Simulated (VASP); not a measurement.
ScAgTe2: single point with PBEsol

ScAgTe2:

```xyz
4
Lattice="2.1060 1.2159 7.0056 -2.1060 1.2159 7.0056 0.0000 -2.4318 7.0056" Properties=species:S:1:pos:R:3 pbc="T T T"
Ag    2.1060    1.2159    7.0056
Sc    0.0000    0.0000   10.5084
Te    0.0000    0.0000    5.1815
Te    0.0000    0.0000   15.8354
```

| Property | Result |
| --- | --- |
| Program | VASP 6.6.1 |
| Task | single point |
| Functional | PBEsol |
| Potentials or basis | VASP PAW PBE potentials, release 64 (Ag, Sc_sv, Te) |
| Cutoff | 520 eV |
| k mesh | 6 × 6 × 6 |
| Occupations | gaussian, width 0.01 eV |
| Spin | no spin polarisation |

```
Pressure               : -2.6 GPa
Largest force          : 0.138 eV/Å
Band gap on the k mesh : 0.23 eV (least direct gap 0.80 eV)
```

Forces in eV/Å, atoms in the order of the input:
```
Ag   0.000  0.000  0.000
Sc   0.000  0.000  0.000
Te   0.000  0.000  0.138
Te   0.000  0.000 -0.138
```

Stress tensor (GPa, compression positive):
```
-2.53  0.00  0.00
 0.00 -2.53  0.00
 0.00  0.00 -2.66
```

Levels at points of the mesh, in eV from the valence-band top:
| k point | band 15 | band 16 | band 17 | band 18 | band 19 | band 20 |
| --- | --- | --- | --- | --- | --- | --- |
| (0.00, 0.00, 0.00) | -0.69 | -0.52 | -0.52 | 0.83 | 0.83 | 0.87 |
| (0.50, 0.00, 0.00) | -2.37 | -1.61 | -1.02 | 0.46 | 1.47 | 1.57 |
| (0.50, 0.50, 0.00) | -2.10 | -1.48 | -1.13 | 0.23 | 0.98 | 1.50 |
| (0.50, 0.50, 0.50) | -2.06 | 0.00 | 0.00 | 0.80 | 0.80 | 1.06 |

It took 2.1 min on 1 thread of Intel(R) Xeon(R) 6975P-C (Granite Rapids), with other jobs on the host, peak memory 0.45 GiB.

Caveat: semilocal functionals underestimate gaps, and a narrow one can read as zero; the PAW data sets were made with another functional, which shifts forces and pressure a little; spin-orbit coupling is left out, which moves the levels of the heavy elements. A k mesh can miss the band edges.
